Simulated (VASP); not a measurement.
Here is a VASP 6.6.1 calculation.

The input INCAR:

```
PREC = Accurate ; ENCUT = 500
EDIFF = 1E-6 ; ISMEAR = 0
SIGMA = 0.2 ; LREAL = False
LASPH = True ; NELM = 120
ALGO = Normal ; ISIF = 2
LWAVE = False ; LCHARG = False
GGA = PE ; NBANDS = 32
GGA_COMPAT = False
```

Contents of KPOINTS:

```
regular mesh
0
Gamma
  5 5 2
```

Contents of POSCAR:

```
Ta4H3
1.0
    4.1889258455      0.0000000000      0.0000000000
   -2.0944629227      3.6277161967      0.0000000000
    0.0000000000      0.0000000000      7.5744142505
Ta H
4 3
Direct
    0.3333333333      0.6666666667      0.0000000000
    0.6666666667      0.3333333333      0.0000000000
    0.0000000000      0.0000000000      0.6667288326
    0.0000000000      0.0000000000      0.3332711674
    0.0000000000      0.0000000000      0.1164794896
    0.0000000000      0.0000000000      0.8835205104
    0.0000000000      0.0000000000      0.0000000000
```

Potentials or basis: VASP PAW PBE potentials, release 64 (Ta_pv, H).

Command:

```bash
$ cat potpaw_PBE.64/Ta_pv/POTCAR potpaw_PBE.64/H/POTCAR > POTCAR
$ mpirun -np 1 vasp_std > vasp.out
```

(1) Predict the pressure.

(2) What does it give for the band gap on the k mesh?

Results:

(1) 0.2 GPa.

(2) zero (an odd number of electrons rules out a gap without spin polarisation).

Caveat: the k points lie up to 0.41 Å⁻¹ apart, too coarse for converged energies and pressures of a metal; spin-orbit coupling is left out, which moves the levels of the heavy elements; an odd number of electrons without spin polarisation forces a metal; a magnetic or distorted state may lie lower.
